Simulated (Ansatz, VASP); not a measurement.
## Two plane-wave programs on Bi

```
Bi
1.0
     2.26750    1.30914    3.93800
    -2.26750    1.30914    3.93800
     0.00000   -2.61828    3.93800
Bi
2
Direct
  0.23625 0.23625 0.23625
  0.76375 0.76375 0.76375
```

Alike in both runs: functional PBE; k mesh 9 × 9 × 9; occupations fermi-dirac, width 0.05 eV; no spin polarisation.

Ansatz relaxed the structure, and its values are those at the end. VASP's run is a single point on that final structure, the one shown.

|  | VASP | Ansatz |
| --- | --- | --- |
| version | VASP 6.6.1 | Ansatz 0.2.0 |
| potentials or method | VASP PAW PBE potentials, release 64 (Bi_d) | plane-wave PAW, scalar-relativistic |
| plane-wave cutoff (eV) | 520 | 420 |
| valence electrons in the cell | 30 | 30 |

|  | VASP | Ansatz | Ansatz less VASP |
| --- | --- | --- | --- |
| pressure (GPa) | 1.6 | 1.7 | +0.06 |
| rms of the force components (eV/Å) | 0.001 | 0.005 | +0.0039 |

Ansatz's warnings: stress scf threshold loose.

Spin-orbit coupling is off throughout.
